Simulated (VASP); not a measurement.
**H: single point with PBE**

Crystal: H.

```
CELL_PARAMETERS angstrom
3.84013 0.00000 0.00000
-1.92007 3.32565 0.00000
0.00000 0.00000 4.92050
ATOMIC_POSITIONS crystal
H 0.33333 0.66667 0.17650
H 0.66667 0.33333 0.67650
H 0.66667 0.33333 0.82350
H 0.33333 0.66667 0.32350
```

This cell differs from its parent crystal: strain +0.000 along x and y, -0.025 along z.

```json
{
 "Program": "VASP 6.6.1",
 "Task": "single point",
 "Functional": "PBE",
 "Potentials or basis": "VASP PAW PBE potentials, release 64 (H)",
 "Cutoff": "520 eV",
 "k mesh": "9 × 9 × 6",
 "Occupations": "gaussian, width 0.05 eV",
 "Spin": "no spin polarisation",
 "Dipole correction": "no",
 "Further INCAR settings": "ALGO = Normal; EDIFF = 1e-07; NBANDS = 10"
}
```

```yaml
Pressure: 1.1 GPa
Largest_force: 1.013 eV/Å
Band_gap_on_the_k_mesh: 9.69 eV, direct
```

Forces on the atoms (eV/Å):
```
H    0.000  0.000 -1.013
H    0.000  0.000 -1.013
H    0.000  0.000  1.013
H    0.000  0.000  1.013
```

Stress tensor (GPa, compression positive):
```
-0.10  0.00  0.00
 0.00 -0.10  0.00
 0.00  0.00  3.61
```

Levels at points of the mesh, in eV from the valence-band top:
```
           k point  band 1  band 2  band 3  band 4  band 5
(0.00, 0.00, 0.00)   -1.46    0.00    9.69   12.07   15.26
(0.00, 0.00, 0.50)   -0.80   -0.80   10.58   10.58   17.65
```

Run time: 21 s on 1 thread of Intel(R) Xeon(R) Platinum 8375C CPU @ 2.90GHz (Ice Lake) (shared host), peak memory 0.17 GiB.

Caveat: the cell differs from its parent crystal (strain +0.000 along x and y, -0.025 along z); forces of over 1 eV/Å act on the atoms, so gaps and moduli don't describe the material at rest. A k mesh can miss the band edges.
